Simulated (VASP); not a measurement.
# ZnO in VASP: a series of runs, part 2 of 2

VASP 6.6.1.

### Step 3. Single point, r2SCAN (uniaxial x strain +1.6%)

File POSCAR:

```
ZnO
1.0
    0.0000000000      2.1337703963      2.1337703963
    2.1685508538      0.0000000000      2.1337703963
    2.1685508538      2.1337703963      0.0000000000
Zn O
1 1
Direct
    0.0000000000      0.0000000000      0.0000000000
    0.5000000000      0.5000000000      0.5000000000
```

File INCAR.step1:

```
SYSTEM = ZnO
PREC     = Accurate       ! precision mode
ENCUT    = 910            ! plane-wave cutoff, eV
ISMEAR   = 0              ! smearing method
SIGMA    = 0.01           ! smearing width, eV
LREAL    = .False.        ! projectors in reciprocal space
LASPH    = .True.         ! aspherical terms in the spheres
NELM     = 120            ! most SCF steps
NBANDS   = 16             ! bands
GGA      = PE             ! functional
ALGO     = Normal         ! electronic algorithm
EDIFF    = 1E-5           ! SCF threshold, eV
LWAVE    = .True.         ! write WAVECAR
LCHARG   = .False.        ! write CHGCAR
GGA_COMPAT= .False.
```

File INCAR.step2:

```
SYSTEM = ZnO
PREC     = Accurate       ! precision mode
ENCUT    = 910            ! plane-wave cutoff, eV
EDIFF    = 1E-6           ! SCF threshold, eV
ISMEAR   = 0              ! smearing method
SIGMA    = 0.01           ! smearing width, eV
LREAL    = .False.        ! projectors in reciprocal space
LASPH    = .True.         ! aspherical terms in the spheres
NELM     = 120            ! most SCF steps
ALGO     = Normal         ! electronic algorithm
ISIF     = 2              ! what is computed and relaxed
LWAVE    = .False.        ! write WAVECAR
LCHARG   = .True.         ! write CHGCAR
METAGGA  = R2SCAN         ! meta-GGA
LMIXTAU  = .True.       
LELF     = .True.         ! ELF
LVHAR    = .True.       
NBANDS   = 16             ! bands
ISTART   = 1            
GGA_COMPAT= .False.
```

File KPOINTS:

```
regular mesh
0
Gamma
  10 10 10
  0 0 0
```

Potentials or basis: VASP PAW PBE potentials, release 64 (Zn, O_h).

The run is started by

```
$ cat potpaw_PBE.64/Zn/POTCAR potpaw_PBE.64/O_h/POTCAR > POTCAR
$ cp INCAR.step1 INCAR
$ mpirun -np 1 vasp_std > vasp.out
$ cp INCAR.step2 INCAR
$ mpirun -np 1 vasp_std > vasp.out
```

OUTCAR:

```text
SYSTEM = ZnO
   PREC = Accurate
   ENCUT = 910
   EDIFF = 1E-6
   ISMEAR = 0
   LREAL = .False.
   LASPH = .True.
   NELM = 120
   ISIF = 2
   METAGGA = R2SCAN
   ISTART = 1

 ion  position               nearest neighbor table
   1  0.000  0.000  0.000-   2 2.13   2 2.13   2 2.13   2 2.13   2 2.17   2 2.17
   2  0.500  0.500  0.500-   1 2.13   1 2.13   1 2.13   1 2.13   1 2.17   1 2.17

  LATTYP: Found a body centered tetragonal cell.
 ALAT       =     3.0176070334
 C/A-ratio  =     1.4372652435

  Lattice vectors:

 A1 = (   2.1685508538,   0.0000000000,   2.1337703963)
 A2 = (   2.1685508538,   0.0000000000,  -2.1337703963)
 A3 = (  -2.1685508538,   2.1337703963,   0.0000000000)

Analysis of symmetry for initial positions (statically):
=====================================================================
 Subroutine PRICEL returns:
 Original cell was already a primitive cell.

 Routine SETGRP: Setting up the symmetry group for a
 body centered tetragonal supercell.

 Subroutine GETGRP returns: Found 16 space group operations
 (whereof 16 operations were pure point group operations)
 out of a pool of 16 trial point group operations.

[... 164 lines left out ...]

 val. band max:        2.7225145440   @ k =   0.5000   0.0000   0.0000
 cond. band min:       4.1454689597   @ k =   0.0000   0.0000   0.0000
 fundamental gap:      1.4229544157
 Fermi energy:         2.8760367223

 k-point     1 :       0.0000    0.0000    0.0000
  band No.  band energies     occupation
      1     -16.7868      2.00000
      2      -2.2277      2.00000
      3      -2.2080      2.00000
      4      -2.2080      2.00000
      5      -2.0490      2.00000
      6      -2.0151      2.00000
[... 433 lines left out ...]
      3      -2.5991      2.00000
      4      -2.2189      2.00000
      5      -1.9945      2.00000
      6      -1.7955      2.00000
[... 8 lines left out ...]
     15      31.0166      0.00000
     16      31.6729      0.00000

 [... further k-points ...]

------------------------ aborting loop because EDIFF is reached ----------------------------------------

  FORCE on cell =-STRESS in cart. coord.  units (eV):
  Direction    XX          YY          ZZ          XY          YZ          ZX
  --------------------------------------------------------------------------------------
  -------------------------------------------------------------------------------------
  Total       -0.3633151     -0.1721817     -0.1721817      0.0000000      0.0000000     -0.0000000
  in kB      -29.4780672    -13.9701973    -13.9701973      0.0000000      0.0000000     -0.0000000
  external PRESSURE =     -19.1394873 kB  Pullay stress =       0.0000000 kB

 VOLUME and BASIS-vectors are now :
 -----------------------------------------------------------------------------
  energy-cutoff  :      910.00
  volume of cell :       19.75
      direct lattice vectors                 reciprocal lattice vectors
     0.000000000  2.133770396  2.133770396    -0.230568722  0.234326993  0.234326993
     2.168550854  0.000000000  2.133770396     0.230568722 -0.234326993  0.234326993
     2.168550854  2.133770396  0.000000000     0.230568722  0.234326993 -0.234326993

 POSITION                                       TOTAL-FORCE (eV/Angst)
 -----------------------------------------------------------------------------------
      0.00000      0.00000      0.00000         0.000000      0.000000     -0.000000
      2.16855      2.13377      2.13377         0.000000     -0.000000      0.000000
 -----------------------------------------------------------------------------------
    total drift:                                0.000000      0.000000      0.000000

  FREE ENERGIE OF THE ION-ELECTRON SYSTEM (eV)
  ---------------------------------------------------
  free  energy   TOTEN  =       -17.9602167647 eV

  energy  without entropy=      -17.9602167647  energy(sigma->0) =      -17.96021676
```

OUTCAR.step1:

```text
SYSTEM = ZnO
   PREC = Accurate
   ENCUT = 910
   ISMEAR = 0
   LREAL = .False.
   LASPH = .True.
[... 679 lines left out ...]
      0.00000      0.00000      0.00000         0.000000     -0.000000      0.000000
      2.16855      2.13377      2.13377         0.000000      0.000000     -0.000000
 -----------------------------------------------------------------------------------
    total drift:                                0.000000      0.000000      0.000000

  FREE ENERGIE OF THE ION-ELECTRON SYSTEM (eV)
  ---------------------------------------------------
  free  energy   TOTEN  =        -8.6255209728 eV

  energy  without entropy=       -8.6255209728  energy(sigma->0) =       -8.62552097
```

OSZICAR.step1:

```text
N       E                     dE             d eps       ncg     rms          rms(c)
DAV:   1     0.142744988137E+03    0.14274E+03   -0.13468E+04  3344   0.252E+03
DAV:   2     0.153500125759E+01   -0.14121E+03   -0.12618E+03  3856   0.418E+02
DAV:   3    -0.999476240866E+01   -0.11530E+02   -0.11409E+02  3544   0.104E+02
DAV:   4    -0.101041064502E+02   -0.10934E+00   -0.10931E+00  4232   0.107E+01
DAV:   5    -0.101044471608E+02   -0.34071E-03   -0.34071E-03  3608   0.627E-01    0.944E+00
DAV:   6    -0.865395514929E+01    0.14505E+01   -0.27896E+00  5152   0.498E+01    0.634E+00
DAV:   7    -0.864082184347E+01    0.13133E-01   -0.43071E-01  3952   0.113E+01    0.351E+00
DAV:   8    -0.862732657233E+01    0.13495E-01   -0.75980E-02  3496   0.288E+00    0.552E-01
DAV:   9    -0.862541218233E+01    0.19144E-02   -0.46612E-03  5296   0.111E+00    0.105E-01
DAV:  10    -0.862551171182E+01   -0.99529E-04   -0.10951E-03  3504   0.325E-01    0.626E-02
DAV:  11    -0.862552097284E+01   -0.92610E-05   -0.45364E-05  4048   0.114E-01
   1 F= -.86255210E+01 E0= -.86255210E+01  d E =-.154619-100
```

Wall time 2.8 min (1 thread of AMD EPYC 9R45 (Zen 5), shared host); peak memory 0.19 GiB.

Results:

```
Free energy            : -17.9602 eV
Pressure               : -1.9 GPa
Band gap on the k mesh : 1.42 eV (least direct gap 2.79 eV)
```

Caveat: the cell differs from its parent crystal (uniaxial x strain +1.6%); the cutoff is under 1.25 times the usual one of these potentials, so pressure, stress and relaxed cells hold a basis-set (Pulay) error; the PAW data sets were made with another functional, which shifts forces and pressure a little. A k mesh can miss the band edges.
